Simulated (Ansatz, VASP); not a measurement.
# Si4O7: VASP beside Ansatz

INCAR

```
SYSTEM = Si4O7
ALGO = Normal
EDIFF = 1E-6
ENCUT = 520
ISIF = 2
ISMEAR = 0
LASPH = .TRUE.
LCHARG = .TRUE.
LELF = .TRUE.
LREAL = .FALSE.
LVHAR = .TRUE.
LWAVE = .FALSE.
NBANDS = 40
NELM = 80
PREC = Accurate
SIGMA = 0.05
```

File KPOINTS:

```
k-points
0
G
  6 6 6
  0 0 0
```

Contents of POSCAR:

```
Si4O7
1.0
    0.0000000000      4.1548619959     -2.6614337333
    0.0000000000     -4.1548619959     -2.6614337333
   -4.1548619959      0.0000000000      2.6614337333
Si O
4 7
Direct
    0.2500000000      0.7500000000      0.5000000000
    0.7500000000      0.2500000000      0.5000000000
    0.0000000000      0.0000000000      1.0000000000
    0.5000000000      0.5000000000      1.0000000000
    1.0000000000      0.3055647994      0.3055647994
    0.5555647994      0.7500000000      0.8055647994
    0.0555647994      0.2500000000      0.8055647994
    0.0000000000      0.6944352006      0.6944352006
    0.4149061050      0.0972176003      0.5121237053
    0.9444352006      0.7500000000      0.1944352006
    0.4444352006      0.2500000000      0.1944352006
```

Input for Ansatz:

```yaml
crystal:
  lattice:
    - [0.0, 4.1548619959, -2.6614337333]
    - [0.0, -4.1548619959, -2.6614337333]
    - [-4.1548619959, 0.0, 2.6614337333]
  atoms:
    - { symbol: Si, position: [0.25, 0.75, 0.5] }
    - { symbol: Si, position: [0.75, 0.25, 0.5] }
    - { symbol: Si, position: [0.0, 0.0, 1.0] }
    - { symbol: Si, position: [0.5, 0.5, 1.0] }
    - { symbol: O, position: [1.0, 0.3055647994, 0.3055647994] }
    - { symbol: O, position: [0.5555647994, 0.75, 0.8055647994] }
    - { symbol: O, position: [0.0555647994, 0.25, 0.8055647994] }
    - { symbol: O, position: [0.0, 0.6944352006, 0.6944352006] }
    - { symbol: O, position: [0.414906105, 0.0972176003, 0.5121237053] }
    - { symbol: O, position: [0.9444352006, 0.75, 0.1944352006] }
    - { symbol: O, position: [0.4444352006, 0.25, 0.1944352006] }
basis:
  ecutwfc: 420
kpoints:
  mp_grid: { grid: [6, 6, 6] }
hamiltonian:
  xc: lda
  pseudopotentials: { kind: paw, azcp: { folder: soft_1 } }
scf:
  occupations: { method: gaussian, width: 0.05 }
output:
  forces: true
  stress: true
  eigenvalues: true
  write_density: true
  write_potential: true
  elf: true
  volumetric_format: npy
```

Change from the starting cell: O vacancy; atom 9 moved 0.250 of the way to it and -0.500 Å across, host rigid.

Alike in both runs: task single point; functional LDA; k mesh 6 × 6 × 6; occupations gaussian, width 0.05 eV; no spin polarisation.

```csv
,VASP,Ansatz
version,VASP 6.6.1,Ansatz 0.2.0
potentials or method,"VASP PAW LDA potentials, release 64 (Si, O), cutoff 520 eV","scalar-relativistic, plane waves, PAW"
valence electrons in the cell,58,58
```

VASP gave:

```
gap on the k mesh at the Fermi level (eV)                     : 0.90
least direct gap on the mesh (eV)                             : 1.53
pressure (GPa)                                                : 18.3
traceless stress, the component that is largest in VASP (GPa) : 15.55
rms of the force components (eV/Å)                            : 2.836
```

Q: Estimate Ansatz's values.

A: gap on the k mesh at the Fermi level (eV): 0.90; least direct gap on the mesh (eV): 1.53; pressure (GPa): 17.3; traceless stress, the component that is largest in VASP (GPa): 14.71; rms of the force components (eV/Å): 2.825.

Ansatz warns that its potentials were made for another functional, while VASP's fit it. LDA's correlation is that of Perdew and Zunger in VASP and of Perdew and Wang (1992) in Ansatz. Atom by atom the forces differ by 0.023 eV/Å (rms over components).
